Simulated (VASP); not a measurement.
Write the native input for VASP 6.6.1 that does the following.

| Item | Value |
| --- | --- |
| Task | single point |
| Functional | PBE |
| Potentials or basis | VASP PAW PBE potentials, release 64 (Hf_pv, O) |
| Cutoff | 520 eV |
| k mesh | 3 × 3 × 3 |
| Occupations | gaussian, width 0.2 eV |
| Spin | no spin polarisation |
| Dipole correction | no |
| Further INCAR settings | ALGO = Normal; EDIFF = 1e-06; NBANDS = 64 |

The structure of Hf2O lies in POSCAR:

```
Hf2O
1.0
    5.1359042578      0.0000000000      0.0000000000
    0.0000000000      6.5490683621      0.0000000000
    0.0000000000      0.0000000000      5.5395911436
Hf O
8 4
Direct
    0.2408303959      0.8749101899      0.5803435999
    0.7591696041      0.8749101899      0.9196564001
    0.7408303959      0.6250898101      0.4196564001
    0.2591696041      0.6250898101      0.0803435999
    0.7591696041      0.1250898101      0.4196564001
    0.2408303959      0.1250898101      0.0803435999
    0.2591696041      0.3749101899      0.5803435999
    0.7408303959      0.3749101899      0.9196564001
    0.5000000000      0.8804232124      0.2500000000
    0.0000000000      0.6195767876      0.7500000000
    0.5000000000      0.1195767876      0.7500000000
    0.0000000000      0.3804232124      0.2500000000
```

One way to write it, as run:

INCAR

```
PREC = Accurate
ENCUT = 520
EDIFF = 1E-6
ISMEAR = 0
SIGMA = 0.2
LREAL = False
LASPH = True
NELM = 60
ALGO = Normal
ISIF = 2
LWAVE = False
LCHARG = False
GGA = PE
NBANDS = 64
```

KPOINTS

```
regular mesh
0
Gamma
  3 3 3
```

Potentials or basis: VASP PAW PBE potentials, release 64 (Hf_pv, O).

Run with:

```sh
$ cat potpaw_PBE.64/Hf_pv/POTCAR potpaw_PBE.64/O/POTCAR > POTCAR
$ mpirun -np 1 vasp_std > vasp.out
```

Results of the run:

The pressure is -1.4 GPa, the largest force is 0.050 eV/Å and the band gap on the k mesh is zero (bands 52 and 53 overlap by 0.62 eV).

Caveat: the k points lie up to 0.41 Å⁻¹ apart, too coarse for converged energies and pressures of a metal; spin-orbit coupling is left out, which moves the levels of the heavy elements.

Run time: 76 s on 1 thread of Intel(R) Xeon(R) Platinum 8559C (Emerald Rapids), on a shared host, peak memory 0.29 GiB.
